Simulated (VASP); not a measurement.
# ClH in VASP: single point with r2SCAN

Aim: the single point of ClH with r2SCAN.

Program: VASP 6.6.1. These are calculated values, not measurements. Logs are shortened: lines on timing, memory, paths and dates and some standing lists are left out, and cuts for length are marked.

### 1 The cell of the first run

The cell holds a molecule in a box, 2 atoms: a = 11.000 Å, b = 10.000 Å, c = 10.000 Å, α = 90.00°, β = 90.00°, γ = 90.00°.

### 2 Single point, r2SCAN

File POSCAR:

```
HCl
1.0
   11.0000000000      0.0000000000      0.0000000000
    0.0000000000     10.0000000000      0.0000000000
    0.0000000000      0.0000000000     10.0000000000
Cl H
1 1
Direct
    0.5508181800      0.4842500000      0.5314800000
    0.4515454500      0.5199500000      0.4753200000
```

File INCAR.step1:

```
SYSTEM = HCl
  ISMEAR = 0
  SIGMA = 0.03
  LWAVE = .TRUE.
  LCHARG = .TRUE.
  ISIF = 0
  NELM = 100
  ALGO = Normal
  PREC = Accurate
  LASPH = .TRUE.
  LREAL = .FALSE.
  EDIFF = 1E-5
  GGA_COMPAT = .FALSE.
  ENCUT = 440
  EFERMI = MIDGAP
  NELMDL = -8
  GGA = PE
```

File INCAR.step2:

```
SYSTEM = HCl
  METAGGA = R2SCAN
  ISMEAR = 0
  SIGMA = 0.03
  LWAVE = .FALSE.
  LCHARG = .FALSE.
  ISIF = 0
  NELM = 100
  ALGO = All
  PREC = Accurate
  LASPH = .TRUE.
  LREAL = .FALSE.
  EDIFF = 1E-6
  GGA_COMPAT = .FALSE.
  ENCUT = 440
  EFERMI = MIDGAP
  NELMDL = -8
  LMIXTAU = .TRUE.
  ISTART = 1
  ISEARCH = 1
```

File KPOINTS:

```
k-points
0
Gamma
  1 1 1
```

Potentials or basis: VASP PAW PBE potentials, release 64 (Cl, H).

Run with:

```console
> cat potpaw_PBE.64/Cl/POTCAR potpaw_PBE.64/H/POTCAR > POTCAR
> cp INCAR.step1 INCAR
> mpirun -np 1 vasp_gam > vasp.out
> cp INCAR.step2 INCAR
> mpirun -np 1 vasp_gam > vasp.out
```

OUTCAR:

```text
SYSTEM = HCl
   METAGGA = R2SCAN
   ISMEAR = 0
   ISIF = 0
   NELM = 100
   PREC = Accurate
   LASPH = .TRUE.
   LREAL = .FALSE.
   EDIFF = 1E-6
   ENCUT = 440
   EFERMI = MIDGAP
   NELMDL = -8
   ISTART = 1

 Found      1 irreducible k-points:

 Following reciprocal coordinates:
            Coordinates               Weight
  0.000000  0.000000  0.000000      1.000000
   k-points           NKPTS =      1   k-points in BZ     NKDIM =      1   number of bands    NBANDS=      8
   number of dos      NEDOS =    301   number of ions     NIONS =      2
   total plane-waves  NPLWV = 392000
   dimension x,y,z NGX =    80 NGY =   70 NGZ =   70
   dimension x,y,z NGXF=   160 NGYF=  140 NGZF=  140
   ions per type =               1   1
   NGX,Y,Z   is equivalent  to a cutoff of  12.09, 11.64, 11.64 a.u.
   NGXF,Y,Z  is equivalent  to a cutoff of  24.18, 23.27, 23.27 a.u.
 SYSTEM =  HCl
   PREC   = accura    normal or accurate (medium, high low for compatibility)
   ISTART =      1    job   : 0-new  1-cont  2-samecut
   ICHARG =      0    charge: 1-file 2-atom 10-const
   ISPIN  =      1    spin polarized calculation?
   LNONCOLLINEAR =      F non collinear calculations
   LSORBIT =      F    spin-orbit coupling
   LASPH  =      T    aspherical Exc in radial PAW
   ENCUT  =  440.0 eV  32.34 Ry    5.69 a.u.  18.81 17.10 17.10*2*pi/ulx,y,z
   NELM   =    100;   NELMIN=  2; NELMDL= -8     # of ELM steps
   EDIFF  = 0.1E-05   stopping-criterion for ELM
   LREAL  =      F    real-space projection
   EDIFFG = 0.1E-04   stopping-criterion for IOM
   NSW    =      0    number of steps for IOM
   IBRION =     -1    ionic relax: 0-MD 1-quasi-New 2-CG
   NFREE  =      0    steps in history (QN), initial steepest desc. (CG)
   ISIF   =      0    stress and relaxation
   ISYM   =      2    0-nonsym 1-usesym 2-fastsym
   POTIM  = 0.5000    time-step for ionic-motion
   TEBEG  =    0.0;   TEEND  =   0.0 temperature during run

   SCALEE = 1.0000    scale energy and forces
   PSTRESS=    0.0 pullay stress
   NELECT =       8.0000    total number of electrons
   NUPDOWN=      -1.0000    fix difference up-down
   EMIN   =  10.00;   EMAX   =-10.00  energy-range for DOS
   EFERMI =   0.00;   METHOD = MIDGAP
   ISMEAR =     0;   SIGMA  =   0.03  broadening in eV -4-tet -1-fermi 0-gaus
   EFERMI_NEDOS =   21; number of points for ismear=-14 and -15
   IALGO  =     58    algorithm
   IMIX   =      4    mixing-type and parameters
     AMIX     =   0.40;   BMIX     =  1.00
     AMIX_MAG =   1.60;   BMIX_MAG =  1.00
  volume/ion in A,a.u.               =     550.00      3711.58
  Fermi-wavevector in a.u.,A,eV,Ry     =   0.317181  0.599385  1.368798  0.100604
  Thomas-Fermi vector in A             =   1.200902
   LORBIT       =      0    0 simple, 1 ext, 2 COOP (PROOUT), +10 PAW based schemes
   METAGGA = R2SCAN    functional components
   LHFCALC =     F    Hartree Fock is set to
   AEXX    =    0.0000 exact exchange contribution
   IVDW    =     0    specifies the selected vdW correction
   LEPSILON=     F    determine dielectric tensor
   LRPA    =     F    only Hartree local field effects (RPA)

   CSHIFT  =0.1000    complex shift for real part using Kramers Kronig

   OMEGAMAX=  -1.0    maximum frequency
 non-spin polarized calculation
 Gauss-broadening in eV      SIGMA  =   0.03
  energy-cutoff  :      440.00
  volume of cell :     1100.00
 maximum number of plane-waves:     11525
 NGX is ok and might be reduce to    80
   NGX = 37   NGY = 35   NGZ = 35

 number of electron       8.0000001 magnetization

 Free energy of the ion-electron system (eV)
  ---------------------------------------------------
  ext. energy  EPLUGINS =         0.00000000
  ---------------------------------------------------
  free energy    TOTEN  =       -10.46673226 eV

  energy without entropy =      -10.46673226  energy(sigma->0) =      -10.46673226

 E-fermi :  -4.2991     XC(G=0):  -0.3958

 val. band max:       -8.1839218378   @ k =   0.0000   0.0000   0.0000
 cond. band min:      -0.4086219133   @ k =   0.0000   0.0000   0.0000
 fundamental gap:      7.7752999245
 Fermi energy:        -4.2990958090

 k-point     1 :       0.0000    0.0000    0.0000
  band No.  band energies     occupation
      1     -21.9693      2.00000
      2     -12.0273      2.00000
      3      -8.1843      2.00000
      4      -8.1839      2.00000
      5      -0.4086      0.00000
      6       0.4503      0.00000
      7       1.3196      0.00000
      8       1.3252      0.00000

------------------------ aborting loop because EDIFF is reached ----------------------------------------

 VOLUME and BASIS-vectors are now :
 -----------------------------------------------------------------------------
  energy-cutoff  :      440.00
  volume of cell :     1100.00
      direct lattice vectors                 reciprocal lattice vectors
    11.000000000  0.000000000  0.000000000     0.090909091  0.000000000  0.000000000
     0.000000000 10.000000000  0.000000000     0.000000000  0.100000000  0.000000000
     0.000000000  0.000000000 10.000000000     0.000000000  0.000000000  0.100000000

 POSITION                                       TOTAL-FORCE (eV/Angst)
 -----------------------------------------------------------------------------------
      6.05900      4.84250      5.31480        -0.065669      0.020666     -0.033352
      4.96700      5.19950      4.75320         0.065669     -0.020666      0.033352
 -----------------------------------------------------------------------------------
    total drift:                                0.001258      0.000281     -0.001088

  FREE ENERGIE OF THE ION-ELECTRON SYSTEM (eV)
  ---------------------------------------------------
  free  energy   TOTEN  =       -10.4667322570 eV

  energy  without entropy=      -10.4667322570  energy(sigma->0) =      -10.46673226
```

Run time: 67 s. Hardware: 1 thread of Intel Xeon 6975P-C (Granite Rapids), shared host; peak memory 0.77 GiB.

Results:

| Quantity | Value |
| --- | --- |
| Free energy | -10.4667 eV |
| Largest force | 0.076 eV/Å |
| Gap between the frontier levels | 7.78 eV |

Forces in eV/Å, atoms in the order of the input:
```
Cl  -0.066  0.021 -0.033
H    0.066 -0.021  0.033
```

Caveat: the PAW data sets were made with another functional, which shifts forces and pressure a little.
